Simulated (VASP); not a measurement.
Input of a VASP 6.6.1 run:

File INCAR:

```
PREC = Accurate
ENCUT = 520
EDIFF = 1E-8
ISMEAR = -1
SIGMA = 0.05
LREAL = False
LASPH = True
NELM = 100
ALGO = Normal
ISIF = 2
LWAVE = False
LCHARG = False
GGA = PE
LEFG = True
NBANDS = 11
```

KPOINTS

```
Automatic mesh
0
Gamma
  16 16 16
```

POSCAR

```
Si
1.0
   -2.2050483307      2.3201496985      1.2489722886
    2.2050483307     -2.3201496985      1.2489722886
    2.2050483307      2.3201496985     -1.2489722886
Si
2
Direct
    0.8070000000      0.5570000000      0.2500000000
    0.1930000000      0.4430000000      0.7500000000
```

Potentials or basis: VASP PAW PBE potentials, release 64 (Si).

Command:

```sh
$ cat potpaw_PBE.64/Si/POTCAR > POTCAR
$ mpirun -np 1 vasp_std > vasp.out
```

**Question.** Predict the largest force.

**Answer.** 0.064 eV/Å.

**Question.** Predict the pressure.

**Answer.** 27.8 GPa.

**Question.** What does it give for the band gap on the k mesh?

**Answer.** Zero (bands 4 and 5 overlap by 7.86 eV).

Electric field gradients, principal values (V/Å²):
```csv
atom,least,middle,greatest (by size)
1 Si,10.705,17.077,-27.782
2 Si,10.705,17.077,-27.782
```

Caveat: the cell stands under pressure; without QUAD_EFG the Cq values of the log hold for a quadrupole moment of 1 mb, not for the nuclei.
